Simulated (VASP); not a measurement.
Crystal: MoS2.

```
CELL_PARAMETERS angstrom
1.59215 0.91923 6.48210
-1.59215 0.91923 6.48210
0.00000 -1.83846 6.48210
ATOMIC_POSITIONS crystal
Mo 0.00022 0.00022 0.00022
S 0.58707 0.58707 0.58707
S 0.74670 0.74670 0.74670
```

- Program: VASP 6.6.1
- Task: relaxation of cell and atoms
- Functional: LDA
- Potentials or basis: VASP PAW LDA potentials, release 64 (Mo_sv, S)
- Cutoff: 600 eV
- k mesh: 12 × 12 × 12
- Occupations: gaussian, width 0.02 eV
- Spin: no spin polarisation

At the start: pressure -5.6 GPa; volume 18.97 Å³/atom.

Where does the relaxation end?

Over 14 steps the energy falls by 23.8 meV/atom and the volume is 16.93 Å³/atom (-10.8 %); space group R3m (No. 160, to 0.1 Å) before and after.

Step by step:
```tsv
step	energy change (eV)	largest force (eV/Å)	pressure (GPa)	volume (Å³)
1	0.0000	0.3058	-5.56	56.92
2	0.0895	1.6575	11.86	51.66
3	-0.0379	0.3246	-0.23	54.99
4	-0.0379	0.3382	-0.12	54.95
5	-0.0455	0.0781	-0.12	54.44
6	-0.0455	0.0872	-0.13	54.46
7	-0.0472	0.0808	-0.18	54.31
8	-0.0522	0.0647	-0.33	53.85
9	-0.0611	0.0384	-0.52	52.94
10	-0.0710	0.0012	-0.51	51.09
11	-0.0615	0.2575	3.33	49.53
12	-0.0714	0.0457	0.12	50.83
13	-0.0702	0.1288	-0.23	50.61
14	-0.0715	0.0047	0.03	50.78
```

Final structure:
```yaml
crystal:
  lattice:
    - [1.56356, 0.90272, 5.99583]
    - [-1.56356, 0.90272, 5.99583]
    - [0.00000, -1.80544, 5.99583]
  atoms:
    - { symbol: Mo, position: [0.00025, 0.00025, 0.00025] }
    - { symbol: S, position: [0.58058, 0.58058, 0.58058] }
    - { symbol: S, position: [0.75317, 0.75317, 0.75317] }
```
